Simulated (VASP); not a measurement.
# Si16HC16 (a cell with a defect) in VASP: notebook, part 2 of 3

VASP 6.6.1.

### Step 3. Single point, PBE

INCAR reads:

```
SYSTEM = Si16HC16
PREC = Accurate
ENCUT = 520
EDIFF = 1E-6
ISMEAR = 0
SIGMA = 0.01
LREAL = Auto
LASPH = .TRUE.
NELM = 100
ALGO = Normal
ISIF = 2
LWAVE = .FALSE.
LCHARG = .FALSE.
GGA = PE
NELECT = 128.0
NBANDS = 86
```

KPOINTS reads:

```
regular mesh
0
G
  2 2 2
  0 0 0
```

POSCAR reads:

```
Si16HC16
1.0
    6.1882403622     -0.0000000001      0.0000000000
   -3.0941201812     -5.3591733584      0.0000000000
    0.0000000000      0.0000000000    -10.1293391982
Si C H
16 16 1
Direct
    0.1638377732      0.3371824079      0.0675772468
    0.6514719538      0.3304985085      0.0763754630
    0.1705025967      0.8495305981      0.0763972324
    0.6630145738      0.8379798284      0.0711847565
    0.8295211466      0.1680029136      0.5671940605
    0.3305345519      0.1704448837      0.5687499535
    0.8298854833      0.6710944993      0.5664153348
    0.3329680953      0.6714494106      0.5671945424
   -0.0044418113      0.5054177158      0.3200886857
    0.4945440610      0.5054403316      0.3194384509
   -0.0044587744      1.0064432415      0.3194406280
    0.4967889624      1.0041993765      0.3216134465
    0.0038005605      0.4971302727      0.7983078477
    0.4985452851      0.5006221063      0.8185702681
    0.0003560688      1.0024321873      0.8185705556
    0.4968006206      1.0041463476      0.8200933954
    0.1608018843      0.3401847145      0.2550641910
    0.6606027961      0.3371281963      0.2608078885
    0.1638535062      0.8403804808      0.2608186467
    0.6627849223      0.8381993263      0.2582646708
    0.8293658777      0.1636498114      0.7567699878
    0.3315277186      0.1694464098      0.7572460590
    0.8329725247      0.6680010121      0.7561684533
    0.3372918842      0.6715810751      0.7567696296
   -0.0023280628      0.0047611283      0.5065078792
    0.4971162471      0.0038580354      0.5078173911
   -0.0025579598      0.5035301392      0.5078432166
    0.4962196463      0.5033070170      0.5065073112
   -0.0034707378      0.0051657722      1.0066487558
    0.4968987383      0.0040727707      1.0079709819
   -0.0099967787      0.5109644673      1.0118891854
    0.4958351305      0.5044715009      1.0066440863
    0.9107940025      0.5905758297     -0.0602439643
```

Potentials or basis: VASP PAW PBE potentials, release 64 (Si, C, H).

Launch:

```sh
> cat potpaw_PBE.64/Si/POTCAR potpaw_PBE.64/C/POTCAR potpaw_PBE.64/H/POTCAR > POTCAR
> mpirun -np 1 vasp_std > vasp.out
```

It took 9.9 min on 1 thread of Intel Xeon 8259CL, shared host; peak memory 0.5 GiB.

The run converged. Its results:

```
Free energy   : -250.5443 eV
Largest force : 0.044 eV/Å
```

Forces in eV/Å, atoms in the order of the input:
```
Si  -0.005 -0.003  0.003
Si  -0.002 -0.001  0.002
Si  -0.001 -0.002  0.002
Si   0.001  0.000  0.003
Si   0.003  0.001 -0.001
Si   0.002  0.001  0.001
Si   0.002  0.001  0.001
Si   0.001  0.002 -0.001
Si   0.002  0.000 -0.003
Si   0.001  0.000 -0.001
Si   0.002  0.000 -0.001
Si   0.001  0.000 -0.001
Si  -0.005 -0.003  0.002
Si  -0.001 -0.003  0.002
Si  -0.004 -0.001  0.001
Si   0.005  0.002  0.002
C   -0.001  0.001 -0.003
C    0.003  0.006 -0.001
C    0.003 -0.001 -0.004
C    0.003  0.003  0.004
C   -0.002  0.004 -0.004
C   -0.004 -0.001 -0.005
C   -0.008 -0.006  0.003
C    0.005 -0.002 -0.004
C   -0.006 -0.004  0.000
C    0.002  0.004  0.000
C   -0.001  0.001 -0.002
C   -0.008 -0.005  0.000
C   -0.004  0.002  0.002
C    0.003  0.004  0.000
C    0.032  0.015 -0.026
C    0.001 -0.003  0.002
H   -0.022 -0.013  0.027
```

Levels at points of the mesh, in eV from the Fermi level:
```
           k point  band 60  band 61  band 62  band 63  band 64  band 65  band 66  band 67  band 68  band 69
(0.00, 0.00, 0.00)    -0.74    -0.68    -0.20    -0.13    -0.11     1.83     2.14     2.19     2.23     2.25
(0.50, 0.00, 0.00)    -1.70    -1.00    -0.88    -0.74    -0.64     3.33     3.50     3.59     3.67     3.96
(0.00, 0.50, 0.00)    -1.70    -1.00    -0.88    -0.74    -0.64     3.33     3.50     3.59     3.67     3.96
(0.50, 0.50, 0.00)    -1.67    -1.03    -0.91    -0.73    -0.62     2.84     3.54     3.57     3.63     4.08
(0.00, 0.00, 0.50)    -1.12    -0.45    -0.44    -0.28    -0.25     2.28     2.48     2.54     2.59     2.61
(0.50, 0.00, 0.50)    -1.29    -1.25    -1.08    -0.97    -0.94     3.31     3.59     3.66     3.82     3.84
(0.00, 0.50, 0.50)    -1.29    -1.25    -1.08    -0.97    -0.94     3.32     3.59     3.66     3.82     3.84
(0.50, 0.50, 0.50)    -1.31    -1.26    -1.08    -0.96    -0.91     3.03     3.64     3.71     3.80     3.82
```

Caveat: the k points lie up to 0.59 Å⁻¹ apart; the cell carries a net charge on a neutralising background, which shifts energy and pressure; the cell is charged against a uniform background, so pressure and absolute levels hang on convention.

### Step 4. Single point, PBE

INCAR reads:

```
SYSTEM = Si16HC16
PREC = Accurate
ENCUT = 520
EDIFF = 1E-7
ISMEAR = 0
SIGMA = 0.01
LREAL = Auto
LASPH = .True.
NELM = 60
ALGO = Normal
ISIF = 2
LWAVE = .False.
LCHARG = .False.
GGA = PE
NBANDS = 86
NELECT = 128.0
```

KPOINTS reads:

```
Automatic mesh
0
Gamma
  2 2 2
  0 0 0
```

POSCAR reads:

```
Si16HC16
1.0
   -6.1882403622      0.0000000001      0.0000000000
    3.0941201811     -5.3591733584      0.0000000000
    0.0000000000      0.0000000000     10.1293391982
Si C H
16 16 1
Direct
    0.1487871643      0.3243935822      0.9358622216
    0.1386611946      0.8193305973      0.9261787710
    0.6506525486      0.3299133542      0.9346924187
    0.6506525486      0.8207391944      0.9346924187
    0.3152491696      0.1619549646      0.4416434386
    0.3152491696      0.6532942051      0.4416434386
    0.8248954067      0.1624477033      0.4408266269
    0.8177522119      0.6588761059      0.4378261050
    0.4828787353      0.4914393677      0.6878978225
    0.4828699220      0.9914349610      0.6865678816
    0.9814209822      0.4893961398      0.6862451251
    0.9814209822      0.9920248424      0.6862451251
    0.4884059197      0.4942029598      0.1871641075
    0.4930531907      0.9965265953      0.2334540634
    0.9860967582      0.4966724818      0.1859836215
    0.9860967582      0.9894242764      0.1859836215
    0.1493814936      0.3246907468      0.7483199025
    0.1457560106      0.8228780053      0.7424517042
    0.6494111042      0.3247792020      0.7477151530
    0.6494111042      0.8246319022      0.7477151530
    0.3182332256      0.1623517159      0.2525085509
    0.3182332256      0.6558815097      0.2525085509
    0.8296100718      0.1648050359      0.2507730147
    0.8192091250      0.6596045625      0.2494036533
   -0.0164208149     -0.0084839036      0.5000350213
   -0.0164208149      0.4920630887      0.5000350213
    0.4853620239     -0.0073189880      0.4964376255
    0.4854897220      0.4927448610      0.5011969849
   -0.0164905868     -0.0092335728     -0.0015064762
   -0.0164905868      0.4927429861     -0.0015064762
    0.4783539466     -0.0108230267     -0.0202855884
    0.4816024384      0.4908012192      0.0003203645
    1.3866266494      0.9433133247      0.0771448512
```

Potentials or basis: VASP PAW PBE potentials, release 64 (Si, C, H).

Launch:

```sh
> cat potpaw_PBE.64/Si/POTCAR potpaw_PBE.64/C/POTCAR potpaw_PBE.64/H/POTCAR > POTCAR
> mpirun -np 1 vasp_std > vasp.out
```

OUTCAR:

```text
SYSTEM = Si16HC16
   PREC = Accurate
   ENCUT = 520
   EDIFF = 1E-7
   ISMEAR = 0
   LREAL = Auto
   LASPH = .True.
   NELM = 60
   ISIF = 2
   GGA = PE
   NELECT = 128.0

 ion  position               nearest neighbor table
   1  0.149  0.324  0.936-  29 1.90  30 1.90  32 1.90  17 1.90   9 3.08   4 3.09   3 3.09  11 3.09
                            12 3.09   2 3.10   2 3.10   3 3.10   4 3.10  15 3.11  16 3.11  13 3.13
   2  0.139  0.819  0.926-  18 1.86  30 1.90  29 1.90  31 1.90  11 3.01  12 3.01   3 3.03   4 3.03
                            10 3.05   1 3.10   1 3.10
   3  0.651  0.330  0.935-  31 1.88  32 1.89  19 1.89  30 1.90   2 3.03   4 3.04   9 3.06  11 3.08
                             1 3.09  13 3.10  10 3.10   1 3.10  15 3.12
   4  0.651  0.821  0.935-  31 1.88  32 1.89  20 1.89  29 1.90   2 3.03   3 3.04   9 3.06  12 3.08
                             1 3.09  13 3.10  10 3.10   1 3.10  16 3.12
   5  0.315  0.162  0.442-  28 1.87  25 1.87  27 1.90  21 1.92  14 2.80   7 3.04   6 3.04  12 3.06
                             9 3.06  10 3.07   8 3.09   8 3.10  13 3.13  16 3.13   6 3.15
   6  0.315  0.653  0.442-  28 1.87  26 1.87  27 1.90  22 1.92  14 2.80   7 3.04   5 3.04  11 3.06
                             9 3.06  10 3.07   8 3.09   8 3.10  13 3.13  15 3.13   5 3.15
   7  0.825  0.162  0.441-  25 1.87  26 1.87  27 1.90  23 1.93  14 2.75   5 3.04   6 3.04  12 3.04
[... 746 lines left out ...]
     76      13.5909      0.00000
 [bands above 76 left out]

------------------------ aborting loop because EDIFF is reached ----------------------------------------

  FORCE on cell =-STRESS in cart. coord.  units (eV):
  Direction    XX          YY          ZZ          XY          YZ          ZX
  --------------------------------------------------------------------------------------
  -------------------------------------------------------------------------------------
  Total       -6.4369598     -6.2626644     -2.4552597     -0.1509442     -0.9883022     -1.7117901
  in kB      -30.7004885    -29.8692027    -11.7101355     -0.7199146     -4.7136167     -8.1642258
  external PRESSURE =     -24.0932756 kB  Pullay stress =       0.0000000 kB

 VOLUME and BASIS-vectors are now :
 -----------------------------------------------------------------------------
  energy-cutoff  :      520.00
  volume of cell :      335.93
      direct lattice vectors                 reciprocal lattice vectors
    -6.188240362  0.000000000  0.000000000    -0.161596826 -0.093297971  0.000000000
     3.094120181 -5.359173358  0.000000000    -0.000000000 -0.186595942  0.000000000
     0.000000000  0.000000000 10.129339198     0.000000000  0.000000000  0.098723123

 POSITION                                       TOTAL-FORCE (eV/Angst)
 -----------------------------------------------------------------------------------
      0.08298     -1.73848      9.47967        -0.001822     -0.001052      0.004451
      1.67704     -4.39093      9.38158        -0.002544     -0.001469     -0.001540
     -3.00560     -1.76806      9.46782        -0.001976      0.014162      0.006372
     -1.48693     -4.39848      9.46782         0.011277     -0.008792      0.006372
     -1.44973     -0.86794      4.47356         0.002629     -0.001806     -0.001151
      0.07053     -3.50112      4.47356        -0.000250      0.003180     -0.001151
[... 25 lines left out ...]
     -1.46167     -2.63029      0.00325         0.002860      0.001651     -0.001012
      0.52619     -5.05538      0.78143         0.006899      0.003983      0.031647
 -----------------------------------------------------------------------------------
    total drift:                                0.016388      0.009462     -0.009916

  FREE ENERGIE OF THE ION-ELECTRON SYSTEM (eV)
  ---------------------------------------------------
  free  energy   TOTEN  =      -250.4612421708 eV

  energy  without entropy=     -250.4612421708  energy(sigma->0) =     -250.46124217
```

It took 5.4 min on 1 thread of Intel Xeon Platinum 8488C (Sapphire Rapids), shared host; peak memory 0.47 GiB.

What came out:

```yaml
Free_energy: -250.4612 eV
Largest_force: 0.036 eV/Å
```

Forces on the atoms (eV/Å):
```
Si  -0.002 -0.001  0.004
Si  -0.003 -0.001 -0.002
Si  -0.002  0.014  0.006
Si   0.011 -0.009  0.006
Si   0.003 -0.002 -0.001
Si   0.000  0.003 -0.001
Si  -0.002 -0.001 -0.003
Si  -0.001 -0.001 -0.002
Si  -0.004 -0.003 -0.008
Si   0.001  0.001 -0.002
Si   0.001 -0.004 -0.005
Si  -0.003  0.003 -0.005
Si   0.002  0.001  0.004
Si  -0.004 -0.002 -0.009
Si  -0.002 -0.001  0.003
Si  -0.001 -0.001  0.003
C    0.002  0.001  0.006
C    0.000  0.000 -0.003
C    0.001  0.000  0.006
C    0.001  0.001  0.006
C    0.009 -0.006  0.001
C   -0.001  0.011  0.001
C   -0.011 -0.006  0.000
C   -0.001  0.000 -0.003
C   -0.001 -0.001 -0.002
C   -0.001 -0.001 -0.002
C    0.001  0.001  0.000
C    0.001  0.000 -0.006
C    0.007  0.002  0.003
C    0.005  0.005  0.003
C   -0.017 -0.010 -0.031
C    0.003  0.002 -0.001
H    0.007  0.004  0.032
```

Caveat: the k points lie up to 0.59 Å⁻¹ apart; the cell carries a net charge on a neutralising background, which shifts energy and pressure; the cell is charged against a uniform background, so pressure and absolute levels hang on convention.

(Continued in part 3 of 3.)
